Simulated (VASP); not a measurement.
A run of VASP 6.6.1 is set up as follows.

The input INCAR:

```
PREC     = Accurate       # precision mode
ENCUT    = 520            # plane-wave cutoff, eV
EDIFF    = 1E-6           # SCF threshold, eV
ISMEAR   = 0              # smearing method
SIGMA    = 0.1            # smearing width, eV
LREAL    = False          # projectors in reciprocal space
LASPH    = True           # aspherical terms in the spheres
NELM     = 80             # most SCF steps
ALGO     = Normal         # electronic algorithm
ISIF     = 2              # what is computed and relaxed
LWAVE    = False          # write WAVECAR
LCHARG   = False          # write CHGCAR
GGA      = PE             # functional
NBANDS   = 86             # bands
```

The input KPOINTS:

```
Automatic mesh
0
Gamma
  3 2 3
```

POSCAR

```
Zr12B
1.0
    6.4600000000      0.0000000000      0.0000000000
   -4.8450000000      8.3917860000      0.0000000000
    0.0000000000      0.0000000000      5.1453900000
Zr B
12 1
Direct
    0.0065423258      0.0060512744      0.0046223901
    0.1681068107      0.2238914338      0.5045592268
   -0.0011216302      0.3289346273     -0.0015345776
    0.1612661983      0.5484783573      0.5056234804
   -0.0025522859      0.6649292534     -0.0149244275
    0.1668668081      0.8925016677      0.5095613744
    0.5069805339      0.0074506190     -0.0077418816
    0.6694645861      0.2270237825      0.4997807746
    0.5002660158      0.3320461222     -0.0062409263
    0.6617173840      0.5499175027      0.4933594927
    0.5014512979      0.6634374375     -0.0117495467
    0.6708917496      0.8910552533      0.5127926163
    0.3341900461      0.7779652627      1.2489511971
```

Potentials or basis: VASP PAW PBE potentials, release 64 (Zr_sv, B).

The run is started by

```sh
$ cat potpaw_PBE.64/Zr_sv/POTCAR potpaw_PBE.64/B/POTCAR > POTCAR
$ mpirun -np 1 vasp_std > vasp.out
```

(1) What does it give for the band gap on the k mesh?

(2) Estimate the largest force.

(3) Estimate the pressure.

Results:

(1) zero (an odd number of electrons rules out a gap without spin polarisation).

(2) 0.010 eV/Å.

(3) 4.8 GPa.

Caveat: the k points lie up to 0.41 Å⁻¹ apart, too coarse for converged energies and pressures of a metal.
